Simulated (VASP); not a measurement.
# H (P6_3/mmc) in VASP: notebook

Runs on H. Level: PBEsol. Tasks: single point, relaxation of cell and atoms.

Everything below comes from runs of VASP 6.6.1. Logs are shortened: lines on timing, memory, paths and dates and some standing lists are left out, and cuts for length are marked.

### Step 1. The cell of the first run

It takes space group P6_3/mmc (No. 194, hexagonal). Conventional cell: a = 3.839 Å, b = 3.839 Å, c = 5.042 Å, α = 90.00°, β = 90.00°, γ = 120.00°. Within 1.0 Å of H (site symmetry 3m) lie 1 H at 0.76 Å.

### Step 2. Single point, PBEsol

INCAR reads:

```
SYSTEM = H
PREC = Accurate
ENCUT = 520
EDIFF = 1E-6
ISMEAR = 0
SIGMA = 0.02
LREAL = .FALSE.
LASPH = .TRUE.
NELM = 60
ALGO = Normal
ISIF = 2
LWAVE = .FALSE.
LCHARG = .FALSE.
GGA = PS
NBANDS = 10
```

KPOINTS reads:

```
Automatic mesh
0
G
  9 9 6
  0 0 0
```

POSCAR reads:

```
H
1.0
    3.8389792894      0.0000000000      0.0000000000
   -1.9194896447      3.3246535892      0.0000000000
    0.0000000000      0.0000000000      5.0419692088
H
4
Direct
    0.3333333333      0.6666666667      0.1747221521
    0.6666666667      0.3333333333      0.6747221521
    0.6666666667      0.3333333333      0.8252778479
    0.3333333333      0.6666666667      0.3252778479
```

Potentials or basis: VASP PAW PBE potentials, release 64 (H).

Launch:

```console
$ cat potpaw_PBE.64/H/POTCAR > POTCAR
$ mpirun -np 1 vasp_std > vasp.out
```

OUTCAR:

```text
SYSTEM = H
   PREC = Accurate
   ENCUT = 520
   EDIFF = 1E-6
   ISMEAR = 0
   LREAL = .FALSE.
   LASPH = .TRUE.
   NELM = 60
   ISIF = 2
   GGA = PS

 ion  position               nearest neighbor table
   1  0.333  0.667  0.175-   4 0.76
   2  0.667  0.333  0.675-   3 0.76
   3  0.667  0.333  0.825-   2 0.76
   4  0.333  0.667  0.325-   1 0.76

  LATTYP: Found a hexagonal cell.
 ALAT       =     3.8389792894
 C/A-ratio  =     1.3133619196

  Lattice vectors:

 A1 = (   3.8389792894,   0.0000000000,   0.0000000000)
 A2 = (  -1.9194896447,   3.3246535892,   0.0000000000)
 A3 = (   0.0000000000,   0.0000000000,   5.0419692088)

Analysis of symmetry for initial positions (statically):
=====================================================================
 Subroutine PRICEL returns:
 Original cell was already a primitive cell.

 Routine SETGRP: Setting up the symmetry group for a
 hexagonal supercell.

 Subroutine GETGRP returns: Found 24 space group operations
 (whereof 12 operations were pure point group operations)
 out of a pool of 24 trial point group operations.

The static configuration has the point symmetry D_3d.
 The point group associated with its full space group is D_6h.

Analysis of symmetry for dynamics (positions and initial velocities):
=====================================================================
 Subroutine PRICEL returns:
 Original cell was already a primitive cell.

 Routine SETGRP: Setting up the symmetry group for a
 hexagonal supercell.

 Subroutine GETGRP returns: Found 24 space group operations
 (whereof 12 operations were pure point group operations)
 out of a pool of 24 trial point group operations.

The dynamic configuration has the point symmetry D_3d.
 The point group associated with its full space group is D_6h.

 Subroutine INISYM returns: Found 24 space group operations
 (whereof 12 operations are pure point group operations),
 and found     1 'primitive' translations

----------------------------------------------------------------------------------------

                                     Primitive cell

  volume of cell :      64.3520

  direct lattice vectors                    reciprocal lattice vectors
     3.838979289  0.000000000  0.000000000     0.260485906  0.150391608  0.000000000
    -1.919489645  3.324653589  0.000000000     0.000000000  0.300783216  0.000000000
     0.000000000  0.000000000  5.041969209     0.000000000  0.000000000  0.198335206

  length of vectors
     3.838979289  3.838979289  5.041969209     0.300783216  0.300783216  0.198335206

  position of ions in fractional coordinates (direct lattice)
     0.333333333  0.666666667  0.174722152
     0.666666667  0.333333333  0.674722152
     0.666666667  0.333333333  0.825277848
     0.333333333  0.666666667  0.325277848

  ion indices of the primitive-cell ions
   primitive index   ion index
                 1           1
                 2           2
                 3           3
                 4           4

----------------------------------------------------------------------------------------

 KPOINTS: Automatic mesh

Automatic generation of k-mesh.
 Grid dimensions read from file:
 generate k-points for:    9    9    6

 Generating k-lattice:

  Cartesian coordinates                     Fractional coordinates (reciprocal lattice)
     0.028942878  0.016710179  0.000000000     0.111111111 -0.000000000  0.000000000
     0.000000000  0.033420357  0.000000000     0.000000000  0.111111111  0.000000000
     0.000000000  0.000000000  0.033055868     0.000000000  0.000000000  0.166666667

  Length of vectors
     0.033420357  0.033420357  0.033055868

  Shift w.r.t. Gamma in fractional coordinates (k-lattice)
     0.000000000  0.000000000  0.000000000

 Subroutine IBZKPT returns following result:
 ===========================================

 Found     48 irreducible k-points:

 Following reciprocal coordinates:
            Coordinates               Weight
  0.000000  0.000000  0.000000      1.000000
  0.111111 -0.000000  0.000000      6.000000
  0.222222 -0.000000  0.000000      6.000000
  0.333333 -0.000000  0.000000      6.000000
  0.444444 -0.000000  0.000000      6.000000
  0.111111  0.111111  0.000000      6.000000
[... 16 lines left out ...]
  0.333333  0.222222  0.166667     24.000000
  0.333333  0.333333  0.166667      4.000000
 [... further k-points ...]
   k-points           NKPTS =     48   k-points in BZ     NKDIM =     48   number of bands    NBANDS=     10
   number of dos      NEDOS =    301   number of ions     NIONS =      4
   total plane-waves  NPLWV =  36000
   dimension x,y,z NGX =    30 NGY =   30 NGZ =   40
   dimension x,y,z NGXF=    60 NGYF=   60 NGZF=   80
   ions per type =               4
   NGX,Y,Z   is equivalent  to a cutoff of  12.99, 12.99, 13.19 a.u.
   NGXF,Y,Z  is equivalent  to a cutoff of  25.98, 25.98, 26.38 a.u.
 SYSTEM =  H
   PREC   = accura    normal or accurate (medium, high low for compatibility)
   ISTART =      0    job   : 0-new  1-cont  2-samecut
   ICHARG =      2    charge: 1-file 2-atom 10-const
   ISPIN  =      1    spin polarized calculation?
   LNONCOLLINEAR =      F non collinear calculations
   LSORBIT =      F    spin-orbit coupling
   LASPH  =      T    aspherical Exc in radial PAW
   ENCUT  =  520.0 eV  38.22 Ry    6.18 a.u.   7.14  7.14  9.37*2*pi/ulx,y,z
   NELM   =     60;   NELMIN=  2; NELMDL= -5     # of ELM steps
   EDIFF  = 0.1E-05   stopping-criterion for ELM
   LREAL  =      F    real-space projection
   EDIFFG = 0.1E-04   stopping-criterion for IOM
   NSW    =      0    number of steps for IOM
   IBRION =     -1    ionic relax: 0-MD 1-quasi-New 2-CG
   NFREE  =      0    steps in history (QN), initial steepest desc. (CG)
   ISIF   =      2    stress and relaxation
   ISYM   =      2    0-nonsym 1-usesym 2-fastsym
   POTIM  = 0.5000    time-step for ionic-motion
   TEBEG  =    0.0;   TEEND  =   0.0 temperature during run
   PSTRESS=    0.0 pullay stress
   NELECT =       4.0000    total number of electrons
   NUPDOWN=      -1.0000    fix difference up-down
   EMIN   =  10.00;   EMAX   =-10.00  energy-range for DOS
   EFERMI =   0.00;   METHOD = LEGACY
   ISMEAR =     0;   SIGMA  =   0.02  broadening in eV -4-tet -1-fermi 0-gaus
   EFERMI_NEDOS =   21; number of points for ismear=-14 and -15
   IALGO  =     38    algorithm
   IMIX   =      4    mixing-type and parameters
     AMIX     =   0.40;   BMIX     =  1.00
     AMIX_MAG =   1.60;   BMIX_MAG =  1.00
  volume/ion in A,a.u.               =      16.09       108.57
  Fermi-wavevector in a.u.,A,eV,Ry     =   0.648496  1.225480  5.721892  0.420547
  Thomas-Fermi vector in A             =   1.717147
   LORBIT       =      0    0 simple, 1 ext, 2 COOP (PROOUT), +10 PAW based schemes
   GGA     = PS    functional components
   LHFCALC =     F    Hartree Fock is set to
   AEXX    =    0.0000 exact exchange contribution
   IVDW    =     0    specifies the selected vdW correction
   LEPSILON=     F    determine dielectric tensor
   LRPA    =     F    only Hartree local field effects (RPA)
 non-spin polarized calculation
 Gauss-broadening in eV      SIGMA  =   0.02
  energy-cutoff  :      520.00
  volume of cell :       64.35
 maximum number of plane-waves:      1773
 NGX is ok and might be reduce to    30
   NGX = 15   NGY = 15   NGZ = 19

 number of electron       4.0000004 magnetization

 Free energy of the ion-electron system (eV)
  ---------------------------------------------------
  ext. energy  EPLUGINS =         0.00000000
  ---------------------------------------------------
  free energy    TOTEN  =       -13.05330482 eV

  energy without entropy =      -13.05330482  energy(sigma->0) =      -13.05330482

 E-fermi :  -8.5476     XC(G=0):  -4.5110

 val. band max:       -8.6525725666   @ k =   0.0000   0.0000   0.0000
 cond. band min:       0.4602779210   @ k =   0.0000   0.0000   0.0000
 fundamental gap:      9.1128504877
 Fermi energy:        -8.5475555313

 k-point     1 :       0.0000    0.0000    0.0000
  band No.  band energies     occupation
      1     -10.1202      2.00000
      2      -8.6526      2.00000
      3       0.4603      0.00000
      4       3.2916      0.00000
      5       6.2475      0.00000
      6       7.6381      0.00000
      7       8.3546      0.00000
      8       8.3546      0.00000
      9       9.7898      0.00000
     10       9.7898      0.00000

 k-point     2 :       0.1111   -0.0000    0.0000
  band No.  band energies     occupation
      1     -10.0539      2.00000
      2      -8.6582      2.00000
      3       0.6035      0.00000
      4       3.0856      0.00000
      5       5.6001      0.00000
      6       7.3459      0.00000
      7       7.6844      0.00000
      8       8.3221      0.00000
      9      10.5394      0.00000
     10      10.5672      0.00000

 k-point     3 :       0.2222   -0.0000    0.0000
  band No.  band energies     occupation
      1      -9.8698      2.00000
      2      -8.6851      2.00000
      3       1.0258      0.00000
      4       2.5589      0.00000
      5       4.6190      0.00000
      6       6.5467      0.00000
      7       6.8269      0.00000
      8       8.0648      0.00000
      9      10.7504      0.00000
     10      11.1625      0.00000

 k-point     4 :       0.3333   -0.0000    0.0000
  band No.  band energies     occupation
      1      -9.6148      2.00000
      2      -8.7560      2.00000
      3       1.6944      0.00000
      4       1.9372      0.00000
      5       3.9805      0.00000
      6       5.4435      0.00000
      7       6.2151      0.00000
      8       7.6725      0.00000
      9       9.6934      0.00000
     10      10.7683      0.00000

 k-point     5 :       0.4444   -0.0000    0.0000
  band No.  band energies     occupation
      1      -9.3842      2.00000
      2      -8.8628      2.00000
      3       1.5267      0.00000
      4       2.4586      0.00000
      5       3.7055      0.00000
      6       4.3941      0.00000
      7       5.9029      0.00000
      8       7.3981      0.00000
      9       9.1143      0.00000
     10      10.2823      0.00000

 k-point     6 :       0.1111    0.1111    0.0000
  band No.  band energies     occupation
      1      -9.9285      2.00000
      2      -8.6744      2.00000
      3       0.8864      0.00000
      4       2.7364      0.00000
      5       4.8510      0.00000
      6       6.7873      0.00000
      7       6.8133      0.00000
      8       8.5348      0.00000
      9      10.7403      0.00000
     10      11.4023      0.00000
[... 183 lines left out ...]
 k-point    21 :       0.4444    0.1111    0.1667
  band No.  band energies     occupation
      1      -9.2750      2.00000
      2      -8.9252      2.00000
      3       1.2824      0.00000
      4       2.5486      0.00000
      5       3.0241      0.00000
      6       5.3837      0.00000
      7       5.6548      0.00000
      8       7.0215      0.00000
      9       8.9764      0.00000
     10      10.7106      0.00000

 k-point    22 :       0.2222    0.2222    0.1667
  band No.  band energies     occupation
      1      -9.4329      2.00000
      2      -8.8483      2.00000
      3       1.6680      0.00000
      4       1.8096      0.00000
      5       4.0114      0.00000
      6       4.5668      0.00000
      7       6.4233      0.00000
      8       6.8490      0.00000
      9      10.4196      0.00000
     10      11.5698      0.00000

 k-point    23 :       0.3333    0.2222    0.1667
  band No.  band energies     occupation
      1      -9.2319      2.00000
      2      -8.9439      2.00000
      3       1.6168      0.00000
      4       2.2623      0.00000
      5       3.0332      0.00000
      6       4.8535      0.00000
      7       5.7050      0.00000
      8       6.1999      0.00000
      9      10.1668      0.00000
     10      11.1339      0.00000

 k-point    24 :       0.3333    0.3333    0.1667
  band No.  band energies     occupation
      1      -9.0692      2.00000
      2      -9.0692      2.00000
      3       1.8870      0.00000
      4       2.4449      0.00000
      5       2.4449      0.00000
      6       5.1908      0.00000
      7       5.1908      0.00000
      8       5.7664      0.00000
      9       9.8022      0.00000
     10      12.8381      0.00000

 [... further k-points ...]

------------------------ aborting loop because EDIFF is reached ----------------------------------------

  FORCE on cell =-STRESS in cart. coord.  units (eV):
  Direction    XX          YY          ZZ          XY          YZ          ZX
  --------------------------------------------------------------------------------------
  -------------------------------------------------------------------------------------
  Total       -0.0518008     -0.0518008     -0.0628054      0.0000000      0.0000000      0.0000000
  in kB       -1.2896879     -1.2896879     -1.5636696      0.0000000      0.0000000      0.0000000
  external PRESSURE =      -1.3810151 kB  Pullay stress =       0.0000000 kB

 VOLUME and BASIS-vectors are now :
 -----------------------------------------------------------------------------
  energy-cutoff  :      520.00
  volume of cell :       64.35
      direct lattice vectors                 reciprocal lattice vectors
     3.838979289  0.000000000  0.000000000     0.260485906  0.150391608  0.000000000
    -1.919489645  3.324653589  0.000000000     0.000000000  0.300783216  0.000000000
     0.000000000  0.000000000  5.041969209     0.000000000  0.000000000  0.198335206

 POSITION                                       TOTAL-FORCE (eV/Angst)
 -----------------------------------------------------------------------------------
     -0.00000      2.21644      0.88094        -0.000000      0.000000     -0.005319
      1.91949      1.10822      3.40193        -0.000000     -0.000000     -0.005319
      1.91949      1.10822      4.16103         0.000000     -0.000000      0.005319
     -0.00000      2.21644      1.64004         0.000000      0.000000      0.005319
 -----------------------------------------------------------------------------------
    total drift:                               -0.000000      0.000000     -0.000000

  FREE ENERGIE OF THE ION-ELECTRON SYSTEM (eV)
  ---------------------------------------------------
  free  energy   TOTEN  =       -13.0533048233 eV

  energy  without entropy=      -13.0533048233  energy(sigma->0) =      -13.05330482
```

Wall time 28 s (1 thread of AMD EPYC 7R13 (Zen 3), shared host); peak memory 0.14 GiB.

Results:

* Free energy: -13.0533 eV
* Pressure: -0.1 GPa
* Largest force: 0.005 eV/Å
* Band gap on the k mesh: 9.11 eV, direct

Forces in eV/Å, atoms in the order of the input:
```
H    0.000  0.000 -0.005
H    0.000  0.000 -0.005
H    0.000  0.000  0.005
H    0.000  0.000  0.005
```

Caveat: the PAW data sets were made with another functional, which shifts forces and pressure a little. A k mesh can miss the band edges.

### Step 3. Relaxation of cell and atoms, PBEsol

INCAR reads:

```
SYSTEM = H
PREC = Accurate
ENCUT = 600
EDIFF = 1E-7
ISMEAR = 0
SIGMA = 0.02
LREAL = .FALSE.
LASPH = .TRUE.
NELM = 60
ALGO = Normal
ISIF = 3
LWAVE = .FALSE.
LCHARG = .FALSE.
GGA = PS
IBRION = 2
NSW = 100
EDIFFG = -0.005
```

KPOINTS reads:

```
regular mesh
0
G
  9 9 6
  0 0 0
```

POSCAR reads:

```
H
1.0
    3.8395132100      0.0000000000      0.0000000000
   -1.9197566050      3.3251159780      0.0000000000
    0.0000000000      0.0000000000      5.0449333500
H
4
Direct
    0.3333333333      0.6666666667      0.1748921545
    0.6666666667      0.3333333333      0.6748921545
    0.6666666667      0.3333333333      0.8251078455
    0.3333333333      0.6666666667      0.3251078455
```

Potentials or basis: VASP PAW PBE potentials, release 64 (H).

Launch:

```console
$ cat potpaw_PBE.64/H/POTCAR > POTCAR
$ mpirun -np 1 vasp_std > vasp.out
```

It took 88 s on 1 thread of AMD EPYC 7R13 (Zen 3), shared host; peak memory 0.16 GiB.

It converged, with:

```
Free energy                            : -13.0562 eV
Relaxed volume                         : 15.90 Å³/atom
Relaxed cell                           : a = 3.825 Å, b = 3.825 Å, c = 5.018 Å, α = 90.00°, β = 90.00°, γ = 120.00°
Space group after relaxing (to 0.05 Å) : P6_3/mmc (No. 194)
Energy gained by relaxing              : 0.1 meV/atom
Ionic steps                            : 7
Pressure after relaxing                : 0.0 GPa
Band gap on the k mesh                 : 9.10 eV, direct
```

Forces on the atoms (eV/Å):
```
H    0.000  0.000 -0.002
H    0.000  0.000 -0.002
H    0.000  0.000  0.002
H    0.000  0.000  0.002
```

The path:
```tsv
step	energy change (eV)	largest force (eV/Å)	pressure (GPa)	volume (Å³)
1	0.0000	0.0406	0.00	64.41
2	0.0003	0.0988	-0.17	64.41
3	0.0000	0.0006	-0.05	64.41
4	-0.0001	0.0006	-0.05	64.37
5	-0.0001	0.0008	-0.05	64.26
6	-0.0002	0.0013	-0.04	64.04
7	-0.0003	0.0024	-0.04	63.60
```

Final structure:
```
H
1.0
     3.82532    0.00000    0.00000
    -1.91266    3.31283    0.00000
     0.00000    0.00000    5.01848
H
4
Direct
  0.33333 0.66667 0.17438
  0.66667 0.33333 0.67438
  0.66667 0.33333 0.82562
  0.33333 0.66667 0.32562
```

Levels at points of the mesh, in eV from the valence-band top:
```
           k point  band 1  band 2  band 3  band 4  band 5
(0.00, 0.00, 0.00)   -1.50    0.00    9.10   11.99   14.93
(0.00, 0.00, 0.50)   -0.83   -0.83   10.25   10.25   17.06
```

Caveat: the PAW data sets were made with another functional, which shifts forces and pressure a little. A k mesh can miss the band edges.
